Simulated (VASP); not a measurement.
# SmTa3Cl2 (Cmmm) in VASP: single point with PBE

Aim: the single point of SmTa3Cl2 with PBE.

Everything below comes from runs of VASP 6.6.1. Logs are shortened: lines on timing, memory, paths and dates and some standing lists are left out, and cuts for length are marked.

### 1 The cell of the first run

It takes space group Cmmm (No. 65, orthorhombic). Conventional cell: a = 6.102 Å, b = 8.729 Å, c = 4.965 Å, α = 90.00°, β = 90.00°, γ = 90.00°. Sm (site symmetry mmm) has 10 Ta at 3.09 to 3.93 Å and 4 Cl at 3.09 Å within 4.1 Å. Within 3.4 Å of Ta (site symmetry m2m) lie 3 Ta at 2.56 to 2.79 Å and 2 Cl at 2.78 Å and 3 Sm at 3.09 to 3.31 Å. Within 3.3 Å of Ta (site symmetry mmm) lie 2 Cl at 2.52 Å and 4 Ta at 2.79 Å. Within 3.3 Å of Cl (site symmetry m2m) lie 3 Ta at 2.52 to 2.78 Å and 2 Sm at 3.09 Å and 2 Cl at 3.13 Å.

The cell was built from a structure type or drawn by symmetry, and may not be a known phase.

### 2 Single point, PBE

INCAR reads:

```
SYSTEM = SmTa3Cl2
PREC = Accurate ; ENCUT = 500
EDIFF = 1E-6 ; ISMEAR = 0
SIGMA = 0.2 ; LREAL = .False.
LASPH = .True. ; NELM = 200
ALGO = Normal ; ISIF = 2
LWAVE = .False. ; LCHARG = .True.
GGA = PE ; LELF = .True.
LVHAR = .True. ; NBANDS = 38
GGA_COMPAT = .False. ; LMAXMIX = 6
```

KPOINTS reads:

```
Automatic mesh
0
Gamma
  4 4 2
  0 0 0
```

POSCAR reads:

```
SmTa3Cl2
1.0
    3.0511921817     -4.3644853126      0.0000000000
    3.0511921817      4.3644853126      0.0000000000
    0.0000000000      0.0000000000      4.9648501620
Sm Ta Cl
1 3 2
Direct
    0.5000000000      0.5000000000      0.0000000000
    0.8534802947      0.1465197053      0.0000000000
    0.1465197053      0.8534802947      0.0000000000
    0.0000000000      0.0000000000      0.5000000000
    0.2891276151      0.7108723849      0.5000000000
    0.7108723849      0.2891276151      0.5000000000
```

Potentials or basis: VASP PAW PBE potentials, release 64 (Sm_3, Ta_pv, Cl), 4f in core.

The run is started by

```
cat potpaw_PBE.64/Sm_3/POTCAR potpaw_PBE.64/Ta_pv/POTCAR potpaw_PBE.64/Cl/POTCAR > POTCAR
mpirun -np 1 vasp_std > vasp.out
```

OUTCAR:

```text
SYSTEM = SmTa3Cl2
   PREC = Accurate
   ENCUT = 500
   EDIFF = 1E-6
   ISMEAR = 0
   LREAL = .False.
   LASPH = .True.
   NELM = 200
   ISIF = 2
   GGA = PE

 ion  position               nearest neighbor table
   1  0.500  0.500  0.000-   2 3.09   3 3.09   5 3.09   6 3.09   5 3.09   6 3.09   3 3.31   2 3.31
                             3 3.31   2 3.31
   2  0.853  0.147  0.000-   3 2.56   6 2.78   6 2.78   4 2.79   4 2.79   1 3.09   1 3.31   1 3.31
                             3 3.55   3 3.55
   3  0.147  0.853  0.000-   2 2.56   5 2.78   5 2.78   4 2.79   4 2.79   1 3.09   1 3.31   1 3.31
                             2 3.55   2 3.55
   4  0.000  0.000  0.500-   5 2.52   6 2.52   2 2.79   3 2.79   2 2.79   3 2.79
   5  0.289  0.711  0.500-   4 2.52   3 2.78   3 2.78   1 3.09   1 3.09
   6  0.711  0.289  0.500-   4 2.52   2 2.78   2 2.78   1 3.09   1 3.09

  LATTYP: Found a base centered orthorhombic cell.
 ALAT       =     6.1023843634
 B/A-ratio  =     1.4304196697
 C/A-ratio  =     0.8135918465

  Lattice vectors:

 A1 = (   3.0511921817,  -4.3644853126,   0.0000000000)
 A2 = (   3.0511921817,   4.3644853126,   0.0000000000)
 A3 = (   0.0000000000,   0.0000000000,   4.9648501620)

Analysis of symmetry for initial positions (statically):
=====================================================================
 Subroutine PRICEL returns:
 Original cell was already a primitive cell.

 Routine SETGRP: Setting up the symmetry group for a
 base centered orthorhombic supercell.

 Subroutine GETGRP returns: Found  8 space group operations
 (whereof  8 operations were pure point group operations)
 out of a pool of  8 trial point group operations.

The static configuration has the point symmetry D_2h.

Analysis of symmetry for dynamics (positions and initial velocities):
=====================================================================
 Subroutine PRICEL returns:
 Original cell was already a primitive cell.

 Routine SETGRP: Setting up the symmetry group for a
 base centered orthorhombic supercell.

 Subroutine GETGRP returns: Found  8 space group operations
 (whereof  8 operations were pure point group operations)
 out of a pool of  8 trial point group operations.

The dynamic configuration has the point symmetry D_2h.

 Subroutine INISYM returns: Found  8 space group operations
 (whereof  8 operations are pure point group operations),
 and found     1 'primitive' translations

----------------------------------------------------------------------------------------

                                     Primitive cell

  volume of cell :     132.2327

  direct lattice vectors                    reciprocal lattice vectors
     3.051192182 -4.364485313  0.000000000     0.163870373 -0.114561045  0.000000000
     3.051192182  4.364485313  0.000000000     0.163870373  0.114561045  0.000000000
     0.000000000  0.000000000  4.964850162     0.000000000  0.000000000  0.201415948

  length of vectors
     5.325270488  5.325270488  4.964850162     0.199944323  0.199944323  0.201415948

  position of ions in fractional coordinates (direct lattice)
     0.500000000  0.500000000  0.000000000
     0.853480295  0.146519705  0.000000000
     0.146519705  0.853480295  0.000000000
     0.000000000  0.000000000  0.500000000
     0.289127615  0.710872385  0.500000000
     0.710872385  0.289127615  0.500000000

  ion indices of the primitive-cell ions
   primitive index   ion index
                 1           1
                 2           2
                 3           3
                 4           4
                 5           5
                 6           6

----------------------------------------------------------------------------------------

 KPOINTS: Automatic mesh

Automatic generation of k-mesh.
 Grid dimensions read from file:
 generate k-points for:    4    4    2

 Generating k-lattice:

  Cartesian coordinates                     Fractional coordinates (reciprocal lattice)
     0.040967593 -0.028640261  0.000000000     0.250000000  0.000000000  0.000000000
     0.040967593  0.028640261  0.000000000     0.000000000  0.250000000  0.000000000
     0.000000000  0.000000000  0.100707974     0.000000000  0.000000000  0.500000000

  Length of vectors
     0.049986081  0.049986081  0.100707974

  Shift w.r.t. Gamma in fractional coordinates (k-lattice)
     0.000000000  0.000000000  0.000000000

 Subroutine IBZKPT returns following result:
 ===========================================

 Found     14 irreducible k-points:

 Following reciprocal coordinates:
            Coordinates               Weight
  0.000000  0.000000  0.000000      1.000000
  0.250000 -0.000000  0.000000      4.000000
  0.500000 -0.000000  0.000000      2.000000
  0.250000  0.250000  0.000000      2.000000
  0.500000  0.250000  0.000000      4.000000
 -0.250000  0.250000  0.000000      2.000000
  0.500000  0.500000  0.000000      1.000000
  0.000000  0.000000  0.500000      1.000000
  0.250000 -0.000000  0.500000      4.000000
  0.500000 -0.000000  0.500000      2.000000
  0.250000  0.250000  0.500000      2.000000
  0.500000  0.250000  0.500000      4.000000
 -0.250000  0.250000  0.500000      2.000000
  0.500000  0.500000  0.500000      1.000000
   k-points           NKPTS =     14   k-points in BZ     NKDIM =     14   number of bands    NBANDS=     38
   number of dos      NEDOS =    301   number of ions     NIONS =      6
   total plane-waves  NPLWV =  57600
   dimension x,y,z NGX =    40 NGY =   40 NGZ =   36
   dimension x,y,z NGXF=    80 NGYF=   80 NGZF=   72
   ions per type =               1   3   2
   NGX,Y,Z   is equivalent  to a cutoff of  12.49, 12.49, 12.05 a.u.
   NGXF,Y,Z  is equivalent  to a cutoff of  24.97, 24.97, 24.11 a.u.
 SYSTEM =  SmTa3Cl2
   PREC   = accura    normal or accurate (medium, high low for compatibility)
   ISTART =      0    job   : 0-new  1-cont  2-samecut
   ICHARG =      2    charge: 1-file 2-atom 10-const
   ISPIN  =      1    spin polarized calculation?
   LNONCOLLINEAR =      F non collinear calculations
   LSORBIT =      F    spin-orbit coupling
   LASPH  =      T    aspherical Exc in radial PAW
   ENCUT  =  500.0 eV  36.75 Ry    6.06 a.u.   9.71  9.71  9.05*2*pi/ulx,y,z
   NELM   =    200;   NELMIN=  2; NELMDL= -5     # of ELM steps
   EDIFF  = 0.1E-05   stopping-criterion for ELM
   LREAL  =      F    real-space projection
   EDIFFG = 0.1E-04   stopping-criterion for IOM
   NSW    =      0    number of steps for IOM
   IBRION =     -1    ionic relax: 0-MD 1-quasi-New 2-CG
   NFREE  =      0    steps in history (QN), initial steepest desc. (CG)
   ISIF   =      2    stress and relaxation
   ISYM   =      2    0-nonsym 1-usesym 2-fastsym
   POTIM  = 0.5000    time-step for ionic-motion
   TEBEG  =    0.0;   TEEND  =   0.0 temperature during run
   PSTRESS=    0.0 pullay stress
   NELECT =      58.0000    total number of electrons
   NUPDOWN=      -1.0000    fix difference up-down
   EMIN   =  10.00;   EMAX   =-10.00  energy-range for DOS
   EFERMI =   0.00;   METHOD = LEGACY
   ISMEAR =     0;   SIGMA  =   0.20  broadening in eV -4-tet -1-fermi 0-gaus
   EFERMI_NEDOS =   21; number of points for ismear=-14 and -15
   IALGO  =     38    algorithm
   IMIX   =      4    mixing-type and parameters
     AMIX     =   0.40;   BMIX     =  1.00
     AMIX_MAG =   1.60;   BMIX_MAG =  1.00
  volume/ion in A,a.u.               =      22.04       148.73
  Fermi-wavevector in a.u.,A,eV,Ry     =   1.243859  2.350553 21.050742  1.547186
  Thomas-Fermi vector in A             =   2.378152
   LORBIT       =      0    0 simple, 1 ext, 2 COOP (PROOUT), +10 PAW based schemes
   GGA     = PE    functional components
   LHFCALC =     F    Hartree Fock is set to
   AEXX    =    0.0000 exact exchange contribution
   IVDW    =     0    specifies the selected vdW correction
   LEPSILON=     F    determine dielectric tensor
   LRPA    =     F    only Hartree local field effects (RPA)
 non-spin polarized calculation
 Gauss-broadening in eV      SIGMA  =   0.20
  energy-cutoff  :      500.00
  volume of cell :      132.23
 maximum number of plane-waves:      3376
 NGX is ok and might be reduce to    40
   NGX = 19   NGY = 19   NGZ = 19

 number of electron      58.0000002 magnetization

 Free energy of the ion-electron system (eV)
  ---------------------------------------------------
  ext. energy  EPLUGINS =         0.00000000
  ---------------------------------------------------
  free energy    TOTEN  =       -41.75078607 eV

  energy without entropy =      -41.62270401  energy(sigma->0) =      -41.68674504

 E-fermi :   4.9870     XC(G=0): -10.7985

 val. band max:        4.9818070752   @ k =   0.2500   0.2500   0.5000
 cond. band min:       5.0969069132   @ k =  -0.2500   0.2500   0.5000
 fundamental gap:      0.1150998380
 Fermi energy:         4.9870235112

 k-point     1 :       0.0000    0.0000    0.0000
  band No.  band energies     occupation
      1     -36.0681      2.00000
      2     -29.8654      2.00000
      3     -29.7411      2.00000
      4     -29.7201      2.00000
      5     -29.6721      2.00000
      6     -29.3798      2.00000
[... 30 lines left out ...]
     37       7.8376      0.00000
     38       8.2325      0.00000

 k-point     2 :       0.2500   -0.0000    0.0000
  band No.  band energies     occupation
      1     -36.0686      2.00000
      2     -29.8639      2.00000
      3     -29.7417      2.00000
      4     -29.7205      2.00000
      5     -29.6698      2.00000
      6     -29.3819      2.00000
[... 30 lines left out ...]
     37       7.6512      0.00000
     38       8.3023      0.00000

 k-point     3 :       0.5000   -0.0000    0.0000
  band No.  band energies     occupation
      1     -36.0691      2.00000
      2     -29.8624      2.00000
      3     -29.7422      2.00000
      4     -29.7209      2.00000
      5     -29.6677      2.00000
      6     -29.3840      2.00000
[... 30 lines left out ...]
     37       7.9611      0.00000
[... 371 lines left out ...]
 k-point    13 :      -0.2500    0.2500    0.5000
  band No.  band energies     occupation
      1     -36.0681      2.00000
      2     -29.9028      2.00000
      3     -29.7987      2.00000
      4     -29.7284      2.00000
      5     -29.5126      2.00000
      6     -29.3502      2.00000
[... 30 lines left out ...]
     37       7.8896      0.00000
     38       7.9069      0.00000

 k-point    14 :       0.5000    0.5000    0.5000
  band No.  band energies     occupation
      1     -36.0688      2.00000
      2     -29.9052      2.00000
      3     -29.7878      2.00000
      4     -29.7286      2.00000
      5     -29.5082      2.00000
      6     -29.3745      2.00000
[... 30 lines left out ...]
     37       8.2017      0.00000
     38       8.2031      0.00000

------------------------ aborting loop because EDIFF is reached ----------------------------------------

  FORCE on cell =-STRESS in cart. coord.  units (eV):
  Direction    XX          YY          ZZ          XY          YZ          ZX
  --------------------------------------------------------------------------------------
  -------------------------------------------------------------------------------------
  Total        0.2201518     -0.2202152     -0.3815809     -0.0000000      0.0000000      0.0000000
  in kB        2.6674362     -2.6682048     -4.6233680     -0.0000000      0.0000000      0.0000000
  external PRESSURE =      -1.5413788 kB  Pullay stress =       0.0000000 kB

 VOLUME and BASIS-vectors are now :
 -----------------------------------------------------------------------------
  energy-cutoff  :      500.00
  volume of cell :      132.23
      direct lattice vectors                 reciprocal lattice vectors
     3.051192182 -4.364485313  0.000000000     0.163870373 -0.114561045  0.000000000
     3.051192182  4.364485313  0.000000000     0.163870373  0.114561045  0.000000000
     0.000000000  0.000000000  4.964850162     0.000000000  0.000000000  0.201415948

 POSITION                                       TOTAL-FORCE (eV/Angst)
 -----------------------------------------------------------------------------------
      3.05119      0.00000      0.00000         0.000000      0.000000      0.000000
      3.05119     -3.08552      0.00000         0.000000     -0.031663      0.000000
      3.05119      3.08552      0.00000         0.000000      0.031663     -0.000000
      0.00000      0.00000      2.48243         0.000000     -0.000000      0.000000
      3.05119      1.84070      2.48243         0.000000      0.037114     -0.000000
      3.05119     -1.84070      2.48243         0.000000     -0.037114      0.000000
 -----------------------------------------------------------------------------------
    total drift:                               -0.000000     -0.000000      0.000000

  FREE ENERGIE OF THE ION-ELECTRON SYSTEM (eV)
  ---------------------------------------------------
  free  energy   TOTEN  =       -41.7507860673 eV

  energy  without entropy=      -41.6227040064  energy(sigma->0) =      -41.68674504
```

Run time: 76 s. Hardware: 1 thread of Intel Xeon 6975P-C (Granite Rapids), shared host; peak memory 0.26 GiB.

Results:

```
Free energy            : -41.7508 eV
Pressure               : -0.2 GPa
Largest force          : 0.037 eV/Å
Band gap on the k mesh : zero (bands 29 and 30 overlap by 0.47 eV)
```

Forces on the atoms (eV/Å):
```
Sm   0.000  0.000  0.000
Ta   0.000 -0.032  0.000
Ta   0.000  0.032  0.000
Ta   0.000  0.000  0.000
Cl   0.000  0.037  0.000
Cl   0.000 -0.037  0.000
```

Stress tensor (GPa, compression positive):
```
 0.27  0.00  0.00
 0.00 -0.27  0.00
 0.00  0.00 -0.46
```

Caveat: the k points lie up to 0.63 Å⁻¹ apart; spin-orbit coupling is left out, which moves the levels of the heavy elements; the 4f electrons are frozen in the core, so they carry no moment and show no levels; the run has no spin polarisation, though such a crystal can be magnetic. With open d or f shells a metallic result of PBE can be an artefact of self-interaction; +U or a hybrid may open a gap.
